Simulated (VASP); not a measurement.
Mg2Zn3O5:

```xyz
10
Lattice="-0.0485 -3.1354 -0.0630 2.9685 0.0485 -0.0659 -1.6930 1.7662 10.9194" Properties=species:S:1:pos:R:3 pbc="T T T"
Mg   -0.1633    0.1320    6.4520
Mg    1.4171   -1.4567    4.3606
Zn    1.2835   -1.4118    8.5826
Zn   -0.0181    0.0276    2.1801
Zn    1.4132   -1.6549   -0.0725
O     1.2981   -1.4057    6.4475
O    -0.1030    0.0828    4.3463
O     1.4336   -1.4056    2.1474
O    -0.0393    0.0001   -0.0060
O    -0.1540    0.2661    8.6591
```

* Program: VASP 6.6.1
* Task: relaxation of cell and atoms
* Functional: PBE
* Potentials or basis: VASP PAW PBE potentials, release 64 (Mg, Zn, O)
* Cutoff: 600 eV
* k mesh: 4 × 4 × 4
* Occupations: gaussian, width 0.1 eV
* Spin: no spin polarisation

At the start: pressure -1.0 GPa; volume 10.09 Å³/atom.

**Question.** How do energy, volume and symmetry change on relaxing?

**Answer.** Over 14 steps the energy falls by 46.3 meV/atom and the volume is 9.95 Å³/atom (-1.4 %); space group I4/mmm (No. 139, to 0.05 Å).

Step by step:
| step | energy change (eV) | largest force (eV/Å) | pressure (GPa) | volume (Å³) |
| --- | --- | --- | --- | --- |
| 1 | 0.0000 | 1.3316 | -0.98 | 100.91 |
| 2 | -0.3686 | 0.3988 | -0.16 | 99.94 |
| 3 | -0.3986 | 0.4928 | 0.33 | 99.53 |
| 4 | -0.4406 | 0.2377 | -0.16 | 99.73 |
| 5 | -0.4437 | 0.2164 | -0.33 | 99.80 |
| 6 | -0.4544 | 0.1677 | 0.12 | 99.51 |
| 7 | -0.4590 | 0.1047 | 0.69 | 99.15 |
| 8 | -0.4608 | 0.0495 | -0.59 | 99.91 |
| 9 | -0.4611 | 0.0646 | -0.24 | 99.69 |
| 10 | -0.4621 | 0.0360 | -0.05 | 99.59 |
| 11 | -0.4623 | 0.0396 | 0.05 | 99.52 |
| 12 | -0.4628 | 0.0321 | -0.01 | 99.56 |
| 13 | -0.4629 | 0.0270 | -0.06 | 99.59 |
| 14 | -0.4630 | 0.0151 | 0.07 | 99.51 |

Final structure:
```
Mg Zn O
1.0
    -0.00061   -3.04444   -0.00029
     3.04551   -0.00045    0.00083
    -1.51882    1.52264   10.73235
Mg Zn O
2 3 5
Direct
  0.29913 0.30094 0.60001
  0.69861 0.70120 0.39998
  0.90031 0.89809 0.79811
  0.10109 0.10111 0.20189
  0.50122 0.49950 0.00002
  0.79770 0.79903 0.59697
  0.20049 0.20213 0.40298
  0.60130 0.60141 0.20319
  0.00114 0.99894 0.00004
  0.39901 0.39766 0.79681
```

Caveat: the k points lie up to 0.52 Å⁻¹ apart in the final cell.
